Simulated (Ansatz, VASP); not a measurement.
## One calculation of Ti, two programs

Contents of INCAR:

```
SYSTEM = Ti
PREC = Accurate
ENCUT = 520
EDIFF = 1E-6
ISMEAR = 0
SIGMA = 0.15
LREAL = .FALSE.
LASPH = .TRUE.
NELM = 60
ALGO = Fast
ISIF = 2
LWAVE = .FALSE.
LCHARG = .TRUE.
GGA = PS
LELF = .TRUE.
LVHAR = .TRUE.
NBANDS = 19
```

File KPOINTS:

```
regular mesh
0
G
  14 14 14
  0 0 0
```

Contents of POSCAR:

```
Ti
1.0
    0.0000000000     -3.2099008398      0.0000000000
   -3.2099008398      0.0000000000      0.0000000000
    0.0000000000      0.0000000000     -3.2099008398
Ti
2
Direct
    0.5458581144      0.5458581144      0.5000000000
   -0.0458581144     -0.0458581144      0.0000000000
```

Input for Ansatz:

```yaml
crystal:
  lattice:
    - [0.0, -3.2099008398, 0.0]
    - [-3.2099008398, 0.0, 0.0]
    - [0.0, 0.0, -3.2099008398]
  atoms:
    - { symbol: Ti, position: [0.5458581144, 0.5458581144, 0.5] }
    - { symbol: Ti, position: [-0.0458581144, -0.0458581144, 0.0] }
basis:
  ecutwfc: 520.0
kpoints:
  mp_grid: { grid: [14, 14, 14] }
hamiltonian:
  xc: pbesol
  pseudopotentials: { kind: paw, azcp: { folder: soft_1 } }
scf:
  occupations: { method: gaussian, width: 0.15 }
output:
  forces: true
  stress: true
  eigenvalues: true
```

Change from the starting cell: mode 4 frozen in at -0.147 Å and mode 5 at -0.147 Å (largest displacements).

Alike in both runs: task single point; functional PBEsol; k mesh 14 × 14 × 14; occupations gaussian, width 0.15 eV; no spin polarisation.

|  | VASP | Ansatz |
| --- | --- | --- |
| version | VASP 6.6.1 | Ansatz 0.2.0 |
| potentials or method | VASP PAW PBE potentials, release 64 (Ti_sv), cutoff 520 eV | scalar-relativistic, plane waves, PAW |
| valence electrons in the cell | 24 | 24 |

```csv
,VASP,Ansatz,Ansatz less VASP
gap on the k mesh at the Fermi level (eV),none,none,-
pressure (GPa),3.1,3.2,+0.14
"traceless stress, the component that is largest in VASP (GPa)",3.71,3.71,-0.002
rms of the force components (eV/Å),1.369,1.357,-0.0120
```

VASP's potentials were made for PBE, not for PBEsol, and Ansatz warns of the same on its side. Atom by atom the forces differ by 0.012 eV/Å (rms over components). A gap of «none» marks a metal or a gap that the smearing closes.
